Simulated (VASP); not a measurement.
# SrCl2 (R3m) in VASP: settings compared

Aim: see how the results for SrCl2 move with the level of theory and the settings. Levels: PBE+D4, r2SCAN+rVV10, PBE+D3(BJ). Tasks: single point.

Program: VASP 6.6.1. These are calculated values, not measurements. Logs are shortened: lines on timing, memory, paths and dates and some standing lists are left out, and cuts for length are marked.

## Step 1: The cell of the first run

It takes space group R3m (No. 160, trigonal). Conventional cell: a = 4.199 Å, b = 4.199 Å, c = 18.493 Å, α = 90.00°, β = 90.00°, γ = 120.00°. Sr (site symmetry 3m) has 6 Cl at 2.93 Å within 3.9 Å. Within 3.9 Å of Cl (site symmetry 3m) lie 3 Sr at 2.93 Å and 4 Cl at 3.29 to 3.76 Å. Within 3.9 Å of Cl (site symmetry 3m) lie 3 Sr at 2.93 Å and 4 Cl at 3.29 to 3.76 Å.

## Step 2: Single point, PBE+D4

File INCAR:

```
SYSTEM = SrCl2
ALGO = Normal
EDIFF = 1E-6
ENCUT = 520
GGA = PE
ISIF = 2
ISMEAR = -1
IVDW = 13
LASPH = .TRUE.
LCHARG = .FALSE.
LREAL = .FALSE.
LWAVE = .FALSE.
NBANDS = 19
NELM = 60
PREC = Accurate
SIGMA = 0.02
```

File KPOINTS:

```
k-points
0
G
  6 6 6
  0 0 0
```

File POSCAR:

```
SrCl2
1.0
    2.0995935770      1.2122009169      6.1642906380
   -2.0995935770      1.2122009169      6.1642906380
    0.0000000000     -2.4244018337      6.1642906380
Sr Cl
1 2
Direct
    0.0001777412      0.0001777412      0.0001777412
    0.4220976888      0.4220976888      0.4220976888
    0.2443912367      0.2443912367      0.2443912367
```

Potentials or basis: VASP PAW PBE potentials, release 64 (Sr_sv, Cl).

Run with:

```bash
$ cat potpaw_PBE.64/Sr_sv/POTCAR potpaw_PBE.64/Cl/POTCAR > POTCAR
$ mpirun -np 1 vasp_std > vasp.out
```

OUTCAR:

```text
SYSTEM = SrCl2
   EDIFF = 1E-6
   ENCUT = 520
   GGA = PE
   ISIF = 2
   ISMEAR = -1
   IVDW = 13
   LASPH = .TRUE.
   LREAL = .FALSE.
   NELM = 60
   PREC = Accurate

 ion  position               nearest neighbor table
   1  0.000  0.000  0.000-   2 2.93   2 2.93   2 2.93   3 2.93   3 2.93   3 2.93
   2  0.422  0.422  0.422-   1 2.93   1 2.93   1 2.93
   3  0.244  0.244  0.244-   1 2.93   1 2.93   1 2.93

  LATTYP: Found a trigonal (rhomboedric) cell.
 ALAT       =     6.6239114820
 COS(alpha) =     0.7990576734

  Lattice vectors:

 A1 = (   2.0995935770,   1.2122009169,   6.1642906380)
 A2 = (  -2.0995935770,   1.2122009169,   6.1642906380)
 A3 = (   0.0000000000,  -2.4244018337,   6.1642906380)

Analysis of symmetry for initial positions (statically):
=====================================================================
 Subroutine PRICEL returns:
 Original cell was already a primitive cell.

 Routine SETGRP: Setting up the symmetry group for a
 trigonal (rhombohedral) supercell.

 Subroutine GETGRP returns: Found  6 space group operations
 (whereof  6 operations were pure point group operations)
 out of a pool of 12 trial point group operations.

The static configuration has the point symmetry C_3v.

Analysis of symmetry for dynamics (positions and initial velocities):
=====================================================================
 Subroutine PRICEL returns:
 Original cell was already a primitive cell.

 Routine SETGRP: Setting up the symmetry group for a
 trigonal (rhombohedral) supercell.

 Subroutine GETGRP returns: Found  6 space group operations
 (whereof  6 operations were pure point group operations)
 out of a pool of 12 trial point group operations.

The dynamic configuration has the point symmetry C_3v.

 Subroutine INISYM returns: Found  6 space group operations
 (whereof  6 operations are pure point group operations),
 and found     1 'primitive' translations

----------------------------------------------------------------------------------------

                                     Primitive cell

  volume of cell :      94.1335

[... 83 lines left out ...]
   ICHARG =      2    charge: 1-file 2-atom 10-const
   ISPIN  =      1    spin polarized calculation?
   LNONCOLLINEAR =      F non collinear calculations
   LSORBIT =      F    spin-orbit coupling
   LASPH  =      T    aspherical Exc in radial PAW
   ENCUT  =  520.0 eV  38.22 Ry    6.18 a.u.  12.32 12.32 12.32*2*pi/ulx,y,z
   NELM   =     60;   NELMIN=  2; NELMDL= -5     # of ELM steps
   EDIFF  = 0.1E-05   stopping-criterion for ELM
   LREAL  =      F    real-space projection
   EDIFFG = 0.1E-04   stopping-criterion for IOM
   NSW    =      0    number of steps for IOM
   IBRION =     -1    ionic relax: 0-MD 1-quasi-New 2-CG
   NFREE  =      0    steps in history (QN), initial steepest desc. (CG)
   ISIF   =      2    stress and relaxation
   ISYM   =      2    0-nonsym 1-usesym 2-fastsym
   POTIM  = 0.5000    time-step for ionic-motion
   TEBEG  =    0.0;   TEEND  =   0.0 temperature during run
   PSTRESS=    0.0 pullay stress
   NELECT =      24.0000    total number of electrons
   NUPDOWN=      -1.0000    fix difference up-down
   EMIN   =  10.00;   EMAX   =-10.00  energy-range for DOS
   EFERMI =   0.00;   METHOD = LEGACY
   ISMEAR =    -1;   SIGMA  =   0.02  broadening in eV -4-tet -1-fermi 0-gaus
   EFERMI_NEDOS =   21; number of points for ismear=-14 and -15
   IALGO  =     38    algorithm
   IMIX   =      4    mixing-type and parameters
     AMIX     =   0.40;   BMIX     =  1.00
     AMIX_MAG =   1.60;   BMIX_MAG =  1.00
  volume/ion in A,a.u.               =      31.38       211.75
  Fermi-wavevector in a.u.,A,eV,Ry     =   1.038079  1.961685 14.661754  1.077609
  Thomas-Fermi vector in A             =   2.172547
   LORBIT       =      0    0 simple, 1 ext, 2 COOP (PROOUT), +10 PAW based schemes
   GGA     = PE    functional components
   LHFCALC =     F    Hartree Fock is set to
   AEXX    =    0.0000 exact exchange contribution
   IVDW    =    13    specifies the selected vdW correction
   LEPSILON=     F    determine dielectric tensor
   LRPA    =     F    only Hartree local field effects (RPA)
 non-spin polarized calculation
  energy-cutoff  :      520.00
  volume of cell :       94.13
 maximum number of plane-waves:      2567
 NGX is ok and might be reduce to    50
   NGX = 25   NGY = 25   NGZ = 25

 number of electron      24.0000001 magnetization

 Free energy of the ion-electron system (eV)
  ---------------------------------------------------
  ext. energy  EPLUGINS =         0.00000000
  ---------------------------------------------------
  free energy    TOTEN  =       -12.17704726 eV

  energy without entropy =      -12.17704726  energy(sigma->0) =      -12.17704726

 E-fermi :   0.1887     XC(G=0):  -7.8082

 val. band max:       -0.3251209566   @ k =   0.0000   0.0000   0.0000
 cond. band min:       3.9860769118   @ k =   0.0000   0.0000   0.0000
 fundamental gap:      4.3111978683
 Fermi energy:         0.1887128831

 k-point     1 :       0.0000    0.0000    0.0000
  band No.  band energies     occupation
      1     -33.6740      2.00000
      2     -15.8742      2.00000
      3     -15.6479      2.00000
      4     -15.6479      2.00000
      5     -13.6306      2.00000
      6     -12.8409      2.00000
[... 505 lines left out ...]
      6     -13.0748      2.00000
[... 11 lines left out ...]
     18       8.1403      0.00000
     19       9.4021      0.00000

 [... further k-points ...]

------------------------ aborting loop because EDIFF is reached ----------------------------------------

  DFT-D4 for vdW energy calculation

  Edisp (eV):   -0.51540

  FORCE on cell =-STRESS in cart. coord.  units (eV):
  Direction    XX          YY          ZZ          XY          YZ          ZX
  --------------------------------------------------------------------------------------
  -------------------------------------------------------------------------------------
  Total       0.05654     0.05654     0.05972     0.00000     0.00000    -0.00000
  in kB       0.96230     0.96230     1.01652     0.00000     0.00000    -0.00000
  external pressure =        0.98 kB  Pullay stress =        0.00 kB

 VOLUME and BASIS-vectors are now :
 -----------------------------------------------------------------------------
  energy-cutoff  :      520.00
  volume of cell :       94.13
      direct lattice vectors                 reciprocal lattice vectors
     2.099593577  1.212200917  6.164290638     0.238141327  0.137490959  0.054074889
    -2.099593577  1.212200917  6.164290638    -0.238141327  0.137490959  0.054074889
     0.000000000 -2.424401834  6.164290638     0.000000000 -0.274981918  0.054074889

 POSITION                                       TOTAL-FORCE (eV/Angst)
 -----------------------------------------------------------------------------------
      0.00000      0.00000      0.00329         0.000000     -0.000000     -0.001598
      0.00000      0.00000      7.80580         0.000000      0.000000      0.024318
      0.00000      0.00000      4.51950         0.000000     -0.000000     -0.022720
 -----------------------------------------------------------------------------------
    total drift:                                0.000000     -0.000000      0.000044

  FREE ENERGIE OF THE ION-ELECTRON SYSTEM (eV)
  ---------------------------------------------------
  free  energy   TOTEN  =       -12.6924476164 eV

  energy  without entropy=      -12.6924476164  energy(sigma->0) =      -12.69244762
```

OSZICAR:

```text
N       E                     dE             d eps       ncg     rms          rms(c)
DAV:   1     0.143110181141E+03    0.14311E+03   -0.11207E+04  1216   0.112E+03
DAV:   2    -0.240340395148E+01   -0.14551E+03   -0.14111E+03  1578   0.219E+02
DAV:   3    -0.122715945415E+02   -0.98682E+01   -0.98341E+01  1647   0.572E+01
DAV:   4    -0.125940715359E+02   -0.32248E+00   -0.32209E+00  2015   0.860E+00
DAV:   5    -0.125972809485E+02   -0.32094E-02   -0.32090E-02  1667   0.821E-01    0.146E+01
DAV:   6    -0.121728434242E+02    0.42444E+00   -0.83345E-01  1468   0.486E+00    0.939E+00
DAV:   7    -0.121754383590E+02   -0.25949E-02   -0.56525E-01  1613   0.426E+00    0.198E+00
DAV:   8    -0.121744716174E+02    0.96674E-03   -0.86399E-02  1392   0.157E+00    0.651E-01
DAV:   9    -0.121752809718E+02   -0.80935E-03   -0.27993E-03  1499   0.332E-01    0.259E-01
DAV:  10    -0.121767308995E+02   -0.14499E-02   -0.10438E-03  1306   0.187E-01    0.453E-02
DAV:  11    -0.121769697234E+02   -0.23882E-03   -0.13374E-04  1459   0.652E-02    0.292E-02
DAV:  12    -0.121770282074E+02   -0.58484E-04   -0.34754E-05  1321   0.332E-02    0.100E-02
DAV:  13    -0.121770468001E+02   -0.18593E-04   -0.23374E-05  1336   0.259E-02    0.464E-03
DAV:  14    -0.121770472600E+02   -0.45987E-06   -0.10334E-06  1567   0.576E-03
   1 F= -.12692448E+02 E0= -.12692448E+02  d E =-.364769E-13
```

stdout:

```text
POSCAR found type information on POSCAR SrCl
 POSCAR found :  2 types and       3 ions
 scaLAPACK will be used
 LDA part: xc-table for (Slater+PW92), standard interpolation
 POSCAR, INCAR and KPOINTS ok, starting setup
 FFT: planning ... GRIDC
 FFT: planning ... GRID_SOFT
 FFT: planning ... GRID
 WAVECAR not read
 entering main loop
```

Wall time 82 s (1 thread of Intel Xeon Platinum 8488C (Sapphire Rapids), shared host); peak memory 0.35 GiB.

Results:

```
Free energy                : -12.6924 eV
Pressure                   : 0.1 GPa
Largest force              : 0.024 eV/Å
Band gap on the k mesh     : 4.31 eV, direct
Dispersion energy per atom : -0.172 eV
```

Forces in eV/Å, atoms in the order of the input:
```
Sr   0.000  0.000 -0.002
Cl   0.000  0.000  0.024
Cl   0.000  0.000 -0.023
```

## Step 3: Single point, r2SCAN+rVV10

This run uses another cell than the first one, of 30.82 Å³/atom, 0.982 times its volume.

File POSCAR:

```
SrCl2
1.0
    2.0857427849      1.2042041583      6.1350435873
   -2.0857427849      1.2042041583      6.1350435873
    0.0000000000     -2.4084083167      6.1350435873
Sr Cl
1 2
Direct
    0.0002013970      0.0002013970      0.0002013970
    0.4227726941      0.4227726941      0.4227726941
    0.2436925755      0.2436925755      0.2436925755
```

File INCAR.step1:

```
SYSTEM = SrCl2
ALGO = Normal
EDIFF = 1E-4
ENCUT = 520
GGA = PE
ISMEAR = -1
LASPH = .True.
LCHARG = .False.
LREAL = .False.
LWAVE = .True.
NBANDS = 19
NELM = 100
PREC = Accurate
SIGMA = 0.02
```

File INCAR.step2:

```
SYSTEM = SrCl2
ALGO = Normal
BPARAM = 11.95
CPARAM = 0.0093
EDIFF = 1E-7
ENCUT = 520
ISIF = 2
ISMEAR = -1
ISTART = 1
IVDW_NL = 2
LASPH = .True.
LCHARG = .False.
LMIXTAU = .True.
LREAL = .False.
LUSE_VDW = .True.
LWAVE = .False.
METAGGA = R2SCAN
NBANDS = 19
NELM = 100
PREC = Accurate
SIGMA = 0.02
```

File KPOINTS:

```
k-points
0
Gamma
  6 6 6
  0 0 0
```

Potentials or basis: VASP PAW PBE potentials, release 64 (Sr_sv, Cl).

Run with:

```bash
$ cat potpaw_PBE.64/Sr_sv/POTCAR potpaw_PBE.64/Cl/POTCAR > POTCAR
$ cp INCAR.step1 INCAR
$ mpirun -np 1 vasp_std > vasp.out
$ cp INCAR.step2 INCAR
$ mpirun -np 1 vasp_std > vasp.out
```

Wall time 8.6 min (1 thread of Intel Xeon Platinum 8488C (Sapphire Rapids), shared host); peak memory 0.85 GiB.

Results (log left out):

```yaml
Free_energy: -34.2851 eV
Pressure: 0.1 GPa
Largest_force: 0.026 eV/Å
Band_gap_on_the_k_mesh: 4.77 eV, direct
```

Forces in eV/Å, atoms in the order of the input:
```
Sr   0.000  0.000 -0.001
Cl   0.000  0.000  0.026
Cl   0.000  0.000 -0.026
```

Levels at points of the mesh, in eV from the valence-band top:
| k point | band 8 | band 9 | band 10 | band 11 | band 12 | band 13 | band 14 | band 15 | band 16 | band 17 |
| --- | --- | --- | --- | --- | --- | --- | --- | --- | --- | --- |
| (0.00, 0.00, 0.00) | -1.23 | -1.23 | -1.11 | -1.11 | 0.00 | 4.77 | 6.75 | 7.05 | 7.05 | 7.62 |
| (0.50, 0.00, 0.00) | -2.11 | -1.52 | -1.46 | -1.05 | -0.35 | 4.92 | 7.37 | 8.06 | 8.72 | 8.86 |
| (0.50, 0.50, 0.00) | -2.00 | -1.50 | -1.34 | -1.24 | -0.66 | 4.83 | 7.41 | 8.03 | 8.63 | 9.00 |
| (0.50, 0.50, 0.50) | -1.37 | -1.37 | -1.06 | -0.96 | -0.96 | 5.52 | 6.39 | 6.92 | 6.92 | 7.50 |

Caveat: the PAW data sets were made with another functional, which shifts forces and pressure a little. A k mesh can miss the band edges.

## Step 4: Single point, PBE+D3(BJ)

This run uses another cell than the first one, of 30.90 Å³/atom, 0.985 times its volume.

File INCAR:

```
PREC = Accurate ; ENCUT = 520
EDIFF = 1E-6 ; ISMEAR = -1
SIGMA = 0.02 ; LREAL = False
LASPH = True ; NELM = 60
ALGO = Normal ; ISIF = 2
LWAVE = False ; LCHARG = False
GGA = PE ; IVDW = 12
NBANDS = 19
```

File KPOINTS:

```
Automatic mesh
0
Gamma
  8 8 8
```

File POSCAR:

```
SrCl2
1.0
    2.0879424220      1.2054741194      6.1376815066
   -2.0879424220      1.2054741194      6.1376815066
    0.0000000000     -2.4109482388      6.1376815066
Sr Cl
1 2
Direct
    0.0001633090      0.0001633090      0.0001633090
    0.4226619828      0.4226619828      0.4226619828
    0.2438413749      0.2438413749      0.2438413749
```

Potentials or basis: VASP PAW PBE potentials, release 64 (Sr_sv, Cl).

Run with:

```bash
$ cat potpaw_PBE.64/Sr_sv/POTCAR potpaw_PBE.64/Cl/POTCAR > POTCAR
$ mpirun -np 1 vasp_std > vasp.out
```

OUTCAR:

```text
PREC = Accurate
   ENCUT = 520
   EDIFF = 1E-6
   ISMEAR = -1
   LREAL = False
   LASPH = True
   NELM = 60
   ISIF = 2
   GGA = PE
   IVDW = 12
 IVDW          = 12

 ion  position               nearest neighbor table
   1  0.000  0.000  0.000-   2 2.92   2 2.92   2 2.92   3 2.92   3 2.92   3 2.92
   2  0.423  0.423  0.423-   1 2.92   1 2.92   1 2.92
   3  0.244  0.244  0.244-   1 2.92   1 2.92   1 2.92

  LATTYP: Found a trigonal (rhomboedric) cell.
 ALAT       =     6.5942251771
 COS(alpha) =     0.7994884078

[... 720 lines left out ...]

 Edisp (eV)   -0.59614

 E8    (eV) :    -0.2553

  FORCE on cell =-STRESS in cart. coord.  units (eV):
  Direction    XX          YY          ZZ          XY          YZ          ZX
  --------------------------------------------------------------------------------------
  -------------------------------------------------------------------------------------
  Total       0.07512     0.07512     0.04658     0.00000     0.00000    -0.00000
  in kB       1.29849     1.29849     0.80511     0.00000     0.00000    -0.00000
  external pressure =        1.13 kB  Pullay stress =        0.00 kB

 VOLUME and BASIS-vectors are now :
 -----------------------------------------------------------------------------
  energy-cutoff  :      520.00
  volume of cell :       92.69
      direct lattice vectors                 reciprocal lattice vectors
     2.087942422  1.205474119  6.137681507     0.239470205  0.138258187  0.054309324
    -2.087942422  1.205474119  6.137681507    -0.239470205  0.138258187  0.054309324
     0.000000000 -2.410948239  6.137681507     0.000000000 -0.276516375  0.054309324

 POSITION                                       TOTAL-FORCE (eV/Angst)
 -----------------------------------------------------------------------------------
      0.00000      0.00000      0.00301         0.000000      0.000000      0.000037
      0.00000      0.00000      7.78249         0.000000     -0.000000      0.023623
      0.00000      0.00000      4.48986         0.000000      0.000000     -0.023660
 -----------------------------------------------------------------------------------
    total drift:                               -0.000000      0.000000     -0.000063

  FREE ENERGIE OF THE ION-ELECTRON SYSTEM (eV)
  ---------------------------------------------------
  free  energy   TOTEN  =       -12.7631307504 eV

  energy  without entropy=      -12.7631307504  energy(sigma->0) =      -12.76313075
```

Run time: 2.5 min. Hardware: 1 thread of Intel Xeon Platinum 8488C (Sapphire Rapids), shared host; peak memory 0.41 GiB.

Results:

```
Free energy                : -12.7631 eV
Pressure                   : 0.1 GPa
Largest force              : 0.024 eV/Å
Band gap on the k mesh     : 4.34 eV, direct
Dispersion energy per atom : -0.199 eV
```

Forces in eV/Å, atoms in the order of the input:
```
Sr   0.000  0.000  0.000
Cl   0.000  0.000  0.024
Cl   0.000  0.000 -0.024
```

## Step 5: The runs side by side

| level | cell | k mesh | gap on the mesh (eV) | pressure (GPa) | largest force (eV/Å) |
| --- | --- | --- | --- | --- | --- |
| PBE+D4 | a = 6.624 Å, angles 37.0°, 3 atoms | 6 × 6 × 6 | 4.31 | 0.1 | 0.02 |
| r2SCAN+rVV10 | a = 6.591 Å, angles 36.9°, 3 atoms | 6 × 6 × 6 | 4.77 | 0.1 | 0.03 |
| PBE+D3(BJ) | a = 6.594 Å, angles 36.9°, 3 atoms | 8 × 8 × 8 | 4.34 | 0.1 | 0.02 |

Alike in all rows: task single point; potentials or basis VASP PAW PBE potentials, release 64 (Sr_sv, Cl); no spin polarisation; cutoff (eV) 520; smearing fermi-dirac 0.02 eV.

Caveats: the PAW data sets were made with another functional, which shifts forces and pressure a little (some runs).

Total energies depend on the potentials used, so only differences within one code and one set of settings carry meaning.
